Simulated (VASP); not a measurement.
A run of VASP 6.6.1:

File INCAR:

```
SYSTEM = Ag
PREC = Accurate
ENCUT = 600
EDIFF = 1E-6
ISMEAR = -1
SIGMA = 0.08
LREAL = .FALSE.
LASPH = .TRUE.
NELM = 80
ALGO = Normal
ISIF = 3
LWAVE = .FALSE.
LCHARG = .FALSE.
GGA = PE
IBRION = 2
NSW = 60
EDIFFG = -0.005
```

KPOINTS

```
regular mesh
0
G
  15 15 14
  0 0 0
```

Contents of POSCAR:

```
Ag
1.0
    2.8346046364      0.0000000000      0.0000000000
   -1.4173023182      2.4548396248      0.0000000000
    0.0000000000      0.0000000000      2.6645283582
Ag
1
Direct
    0.0000000000      0.0000000000      0.0000000000
```

Potentials or basis: VASP PAW PBE potentials, release 64 (Ag).

The run is started by

```console
$ cat potpaw_PBE.64/Ag/POTCAR > POTCAR
$ mpirun -np 1 vasp_std > vasp.out
```

Hardware: 1 thread of Intel(R) Xeon(R) Platinum 8259CL CPU @ 2.50GHz (Skylake/Cascade Lake), on a shared host.

Estimate the wall time of this run.

It took 82 s on 1 thread of Intel(R) Xeon(R) Platinum 8259CL CPU @ 2.50GHz (Skylake/Cascade Lake), on a shared host, peak memory 0.18 GiB. Counts: scf iterations 43, k points 216, ion steps 7.
